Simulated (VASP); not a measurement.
Write the native input for VASP 6.6.1 that does the following.

```
Task                   : single point
Functional             : PBE
Potentials or basis    : VASP PAW PBE potentials, release 64 (Zn, O)
Cutoff                 : 520 eV
k mesh                 : 8 × 8 × 5
Occupations            : gaussian, width 0.05 eV
Spin                   : no spin polarisation
Dipole correction      : no
Further INCAR settings : ALGO = Normal; EDIFF = 1e-06; NBANDS = 26
```

The structure of ZnO lies in POSCAR:

```
ZnO
1.0
    3.2499999987      0.0000000000      0.0000000000
   -1.6249999993      2.8145825611      0.0000000000
    0.0000000000      0.0000000000      5.2070000000
Zn O
2 2
Direct
    0.3333333333      0.6666666667      0.0004777370
    0.6666666667      0.3333333333      0.5004777370
    0.3333333333      0.6666666667      0.3815222630
    0.6666666667      0.3333333333      0.8815222630
```

These files were run (other wordings do the same):

INCAR

```
ALGO     = Normal         # electronic algorithm
EDIFF    = 1E-6           # SCF threshold, eV
ENCUT    = 520            # plane-wave cutoff, eV
GGA      = PE             # functional
ISIF     = 2              # what is computed and relaxed
ISMEAR   = 0              # smearing method
LASPH    = T              # aspherical terms in the spheres
LCHARG   = F              # write CHGCAR
LREAL    = F              # projectors in reciprocal space
LWAVE    = F              # write WAVECAR
NBANDS   = 26             # bands
NELM     = 100            # most SCF steps
PREC     = Accurate       # precision mode
SIGMA    = 0.05           # smearing width, eV
```

KPOINTS

```
k-points
0
Gamma
  8 8 5
```

Potentials or basis: VASP PAW PBE potentials, release 64 (Zn, O).

Command:

```console
$ cat potpaw_PBE.64/Zn/POTCAR potpaw_PBE.64/O/POTCAR > POTCAR
$ mpirun -np 1 vasp_std > vasp.out
```

It gave:

* Pressure: 5.9 GPa
* Band gap on the k mesh: 0.79 eV

Caveat: the cell stands under pressure.

Wall time 52 s on 1 thread of Intel Xeon 8259CL, with other jobs on the host, peak memory 0.17 GiB.
